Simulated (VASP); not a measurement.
# Bi (Im-3m) in VASP: relaxation of cell and atoms with PBE

Aim: the relaxation of cell and atoms of Bi with PBE.

All numbers are computed with VASP 6.6.1; they aren't measurements. Logs are shortened: lines on timing, memory, paths and dates and some standing lists are left out, and cuts for length are marked.

## Step 1: The cell of the first run

The structure is cubic, space group Im-3m (No. 229). Conventional cell: a = 3.865 Å, b = 3.865 Å, c = 3.865 Å, α = 90.00°, β = 90.00°, γ = 90.00°. Bi (site symmetry m-3m) has 14 Bi at 3.35 to 3.86 Å within 4.4 Å.

This isn't the form of Bi at room conditions, which is rhombohedral.

## Step 2: Relaxation of cell and atoms, PBE, target pressure 6.3 GPa, at which the enthalpy is minimised

INCAR reads:

```
SYSTEM = Bi
PREC = Accurate ; ENCUT = 600
EDIFF = 1E-6 ; ISMEAR = -1
SIGMA = 0.08 ; LREAL = .False.
LASPH = .True. ; NELM = 80
ALGO = Normal ; ISIF = 3
LWAVE = .False. ; LCHARG = .False.
GGA = PE ; IBRION = 2
NSW = 60 ; EDIFFG = -0.005
PSTRESS = 63.0
```

KPOINTS reads:

```
Automatic mesh
0
Gamma
  14 14 14
  0 0 0
```

POSCAR reads:

```
Bi
1.0
   -1.9324037906      1.9324037906      1.9324037906
    1.9324037906     -1.9324037906      1.9324037906
    1.9324037906      1.9324037906     -1.9324037906
Bi
1
Direct
    0.0000000000      0.0000000000      0.0000000000
```

Potentials or basis: VASP PAW PBE potentials, release 64 (Bi_d).

Started as:

```console
cat potpaw_PBE.64/Bi_d/POTCAR > POTCAR
mpirun -np 1 vasp_std > vasp.out
```

OUTCAR:

```text
SYSTEM = Bi
   PREC = Accurate
   ENCUT = 600
   EDIFF = 1E-6
   ISMEAR = -1
   LREAL = .False.
   LASPH = .True.
   NELM = 80
   ISIF = 3
   GGA = PE
   IBRION = 2
   NSW = 60
   EDIFFG = -0.005
   PSTRESS = 63.0

 ion  position               nearest neighbor table
   1  0.000  0.000  0.000-

  LATTYP: Found a body centered cubic cell.
 ALAT       =     3.8648075812

  Lattice vectors:

 A1 = (  -1.9324037906,   1.9324037906,   1.9324037906)
 A2 = (   1.9324037906,  -1.9324037906,   1.9324037906)
 A3 = (   1.9324037906,   1.9324037906,  -1.9324037906)

Analysis of symmetry for initial positions (statically):
=====================================================================
 Subroutine PRICEL returns:
 Original cell was already a primitive cell.

 Routine SETGRP: Setting up the symmetry group for a
 body centered cubic supercell.

 Subroutine GETGRP returns: Found 48 space group operations
 (whereof 48 operations were pure point group operations)
 out of a pool of 48 trial point group operations.

The static configuration has the point symmetry O_h .

Analysis of symmetry for dynamics (positions and initial velocities):
=====================================================================
 Subroutine PRICEL returns:
 Original cell was already a primitive cell.

 Routine SETGRP: Setting up the symmetry group for a
 body centered cubic supercell.

 Subroutine GETGRP returns: Found 48 space group operations
 (whereof 48 operations were pure point group operations)
 out of a pool of 48 trial point group operations.

The dynamic configuration has the point symmetry O_h .

 Subroutine INISYM returns: Found 48 space group operations
 (whereof 48 operations are pure point group operations),
 and found     1 'primitive' translations

----------------------------------------------------------------------------------------

                                     Primitive cell

  volume of cell :      28.8638

  direct lattice vectors                    reciprocal lattice vectors
    -1.932403791  1.932403791  1.932403791     0.000000000  0.258745094  0.258745094
     1.932403791 -1.932403791  1.932403791     0.258745094  0.000000000  0.258745094
     1.932403791  1.932403791 -1.932403791     0.258745094  0.258745094  0.000000000

  length of vectors
     3.347021546  3.347021546  3.347021546     0.365920821  0.365920821  0.365920821

  position of ions in fractional coordinates (direct lattice)
     0.000000000  0.000000000  0.000000000

  ion indices of the primitive-cell ions
   primitive index   ion index
                 1           1

----------------------------------------------------------------------------------------

 KPOINTS: Automatic mesh

Automatic generation of k-mesh.
 Grid dimensions read from file:
 generate k-points for:   14   14   14

 Generating k-lattice:

  Cartesian coordinates                     Fractional coordinates (reciprocal lattice)
     0.000000000  0.018481792  0.018481792     0.071428571  0.000000000  0.000000000
     0.018481792  0.000000000  0.018481792     0.000000000  0.071428571  0.000000000
     0.018481792  0.018481792  0.000000000     0.000000000  0.000000000  0.071428571

  Length of vectors
     0.026137201  0.026137201  0.026137201

  Shift w.r.t. Gamma in fractional coordinates (k-lattice)
     0.000000000  0.000000000  0.000000000

 Subroutine IBZKPT returns following result:
 ===========================================

 Found    104 irreducible k-points:

 Following reciprocal coordinates:
            Coordinates               Weight
  0.000000  0.000000  0.000000      1.000000
  0.071429  0.000000  0.000000     12.000000
  0.142857  0.000000  0.000000     12.000000
  0.214286  0.000000  0.000000     12.000000
  0.285714  0.000000  0.000000     12.000000
  0.357143  0.000000  0.000000     12.000000
[... 16 lines left out ...]
  0.285714  0.285714  0.000000     24.000000
  0.357143  0.285714  0.000000     24.000000
 [... further k-points ...]
   k-points           NKPTS =    104   k-points in BZ     NKDIM =    104   number of bands    NBANDS=     11
   number of dos      NEDOS =    301   number of ions     NIONS =      1
   total plane-waves  NPLWV =  21952
   dimension x,y,z NGX =    28 NGY =   28 NGZ =   28
   dimension x,y,z NGXF=    56 NGYF=   56 NGZF=   56
   ions per type =               1
   NGX,Y,Z   is equivalent  to a cutoff of  13.91, 13.91, 13.91 a.u.
   NGXF,Y,Z  is equivalent  to a cutoff of  27.82, 27.82, 27.82 a.u.
 SYSTEM =  Bi
   PREC   = accura    normal or accurate (medium, high low for compatibility)
   ISTART =      0    job   : 0-new  1-cont  2-samecut
   ICHARG =      2    charge: 1-file 2-atom 10-const
   ISPIN  =      1    spin polarized calculation?
   LNONCOLLINEAR =      F non collinear calculations
   LSORBIT =      F    spin-orbit coupling
   LASPH  =      T    aspherical Exc in radial PAW
   ENCUT  =  600.0 eV  44.10 Ry    6.64 a.u.   6.68  6.68  6.68*2*pi/ulx,y,z
   NELM   =     80;   NELMIN=  2; NELMDL= -5     # of ELM steps
   EDIFF  = 0.1E-05   stopping-criterion for ELM
   LREAL  =      F    real-space projection
   EDIFFG = -.5E-02   stopping-criterion for IOM
   NSW    =     60    number of steps for IOM
   IBRION =      2    ionic relax: 0-MD 1-quasi-New 2-CG
   NFREE  =      1    steps in history (QN), initial steepest desc. (CG)
   ISIF   =      3    stress and relaxation
   ISYM   =      2    0-nonsym 1-usesym 2-fastsym
   POTIM  = 0.5000    time-step for ionic-motion
   TEBEG  =    0.0;   TEEND  =   0.0 temperature during run
   PSTRESS=   63.0 pullay stress
   NELECT =      15.0000    total number of electrons
   NUPDOWN=      -1.0000    fix difference up-down
   EMIN   =  10.00;   EMAX   =-10.00  energy-range for DOS
   EFERMI =   0.00;   METHOD = LEGACY
   ISMEAR =    -1;   SIGMA  =   0.08  broadening in eV -4-tet -1-fermi 0-gaus
   EFERMI_NEDOS =   21; number of points for ismear=-14 and -15
   IALGO  =     38    algorithm
   IMIX   =      4    mixing-type and parameters
     AMIX     =   0.40;   BMIX     =  1.00
     AMIX_MAG =   1.60;   BMIX_MAG =  1.00
  volume/ion in A,a.u.               =      28.86       194.78
  Fermi-wavevector in a.u.,A,eV,Ry     =   1.316196  2.487251 23.570366  1.732373
  Thomas-Fermi vector in A             =   2.446326
   LORBIT       =      0    0 simple, 1 ext, 2 COOP (PROOUT), +10 PAW based schemes
   GGA     = PE    functional components
   LHFCALC =     F    Hartree Fock is set to
   AEXX    =    0.0000 exact exchange contribution
   IVDW    =     0    specifies the selected vdW correction
   LEPSILON=     F    determine dielectric tensor
   LRPA    =     F    only Hartree local field effects (RPA)
 conjugate gradient relaxation of ions
 non-spin polarized calculation
  energy-cutoff  :      600.00
  volume of cell :       28.86
 maximum number of plane-waves:       978
   NGX = 13   NGY = 13   NGZ = 13

--------------------------------------- Ionic step        1  -------------------------------------------

 number of electron      15.0000005 magnetization

 Free energy of the ion-electron system (eV)
  ---------------------------------------------------
  ext. energy  EPLUGINS =         0.00000000
  ---------------------------------------------------
  free energy    TOTEN  =        -3.71448791 eV

  energy without entropy =       -3.69933332  energy(sigma->0) =       -3.70691061

------------------------ aborting loop because EDIFF is reached ----------------------------------------

  FORCE on cell =-STRESS in cart. coord.  units (eV):
  Direction    XX          YY          ZZ          XY          YZ          ZX
  --------------------------------------------------------------------------------------
  -------------------------------------------------------------------------------------
  Total        1.0268861      1.0268861      1.0268861      0.0000000      0.0000000      0.0000000
  in kB       57.0005730     57.0005730     57.0005730      0.0000000      0.0000000      0.0000000
  external PRESSURE =      -5.9994270 kB  Pullay stress =      63.0000000 kB
[... 96 lines left out ...]
  enthalpy is  TOTEN    =        -2.5799337825 eV   P V=        1.1262300323

--------------------------------------- Ionic step        4  -------------------------------------------

 number of electron      15.0000004 magnetization

 Free energy of the ion-electron system (eV)
  ---------------------------------------------------
  ext. energy  EPLUGINS =         0.00000000
  ---------------------------------------------------
  free energy    TOTEN  =        -3.70549191 eV

  energy without entropy =       -3.69062303  energy(sigma->0) =       -3.69805747

 E-fermi :   8.9615     XC(G=0): -10.6990

 val. band max:        8.9286056321   @ k =  -0.3571   0.3571   0.2857
 cond. band min:       8.9701432683   @ k =  -0.4286   0.4286   0.2857
 fundamental gap:      0.0415376362
 Fermi energy:         8.9614802847

 k-point     1 :       0.0000    0.0000    0.0000
  band No.  band energies     occupation
      1     -14.1158      2.00000
      2     -14.1158      2.00000
      3     -14.1158      2.00000
      4     -13.9464      2.00000
      5     -13.9464      2.00000
      6      -5.1315      2.00000
      7      14.7547      0.00000
      8      14.7547      0.00000
      9      14.7547      0.00000
     10      19.2665      0.00000
     11      19.4866      0.00000
[... 309 lines left out ...]
 k-point    24 :       0.3571    0.2857    0.0000
  band No.  band energies     occupation
      1     -14.1287      2.00000
      2     -14.0181      2.00000
      3     -13.9911      2.00000
      4     -13.9399      2.00000
      5     -13.9091      2.00000
      6      -1.0409      2.00000
      7       4.8694      2.00000
      8       6.0305      2.00000
      9      11.5262      0.00000
     10      18.0871      0.00000
     11      19.8041      0.00000

 [... further k-points ...]

------------------------ aborting loop because EDIFF is reached ----------------------------------------

  FORCE on cell =-STRESS in cart. coord.  units (eV):
  Direction    XX          YY          ZZ          XY          YZ          ZX
  --------------------------------------------------------------------------------------
  -------------------------------------------------------------------------------------
  Total        1.1246117      1.1246117      1.1246117     -0.0000000     -0.0000000     -0.0000000
  in kB       62.9468615     62.9468615     62.9468615     -0.0000000     -0.0000000     -0.0000000
  external PRESSURE =      -0.0531385 kB  Pullay stress =      63.0000000 kB
[... 16 lines left out ...]
  FREE ENERGIE OF THE ION-ELECTRON SYSTEM (eV)
  ---------------------------------------------------
  free  energy   TOTEN  =        -3.7054919076 eV

  energy  without entropy=       -3.6906230340  energy(sigma->0) =       -3.69805747

  enthalpy is  TOTEN    =        -2.5799308683 eV   P V=        1.1255610393

 reached required accuracy - stopping structural energy minimisation
```

Run time: 59 s. Hardware: 1 thread of Intel Xeon Platinum 8559C (Emerald Rapids), shared host; peak memory 0.19 GiB.

Results:

```yaml
Free_energy: -3.7055 eV
Relaxed_volume: 28.62 Å³/atom
Relaxed_cell: a = 3.338 Å, b = 3.338 Å, c = 3.338 Å, α = 109.47°, β = 109.47°, γ = 109.47°
Space_group_after_relaxing_to_0.1_Å: Im-3m (No. 229)
Energy_change_on_relaxing_the_run_minimises_the_enthalpy: +9.0 meV/atom
Ionic_steps: 4
Pressure_after_relaxing: 6.3 GPa
Band_gap_on_the_k_mesh: zero (an odd number of electrons rules out a gap without spin polarisation)
```

Step by step:
```tsv
step	energy change (eV)	largest force (eV/Å)	pressure (GPa)	volume (Å³)
1	0.0000	0.0000	5.70	28.86
2	0.0177	0.0000	6.98	28.41
3	0.0083	0.0000	6.25	28.64
4	0.0090	0.0000	6.29	28.62
```

Final structure:
```
CELL_PARAMETERS angstrom
-1.92705 1.92705 1.92705
1.92705 -1.92705 1.92705
1.92705 1.92705 -1.92705
ATOMIC_POSITIONS crystal
Bi 0.00000 0.00000 0.00000
```

Caveat: the cell is relaxed towards a set pressure, so the run minimises the enthalpy, not the energy; spin-orbit coupling is left out, which moves the levels of the heavy elements.

The gap in the log of VASP goes by the Fermi energy; the results here count the filled bands.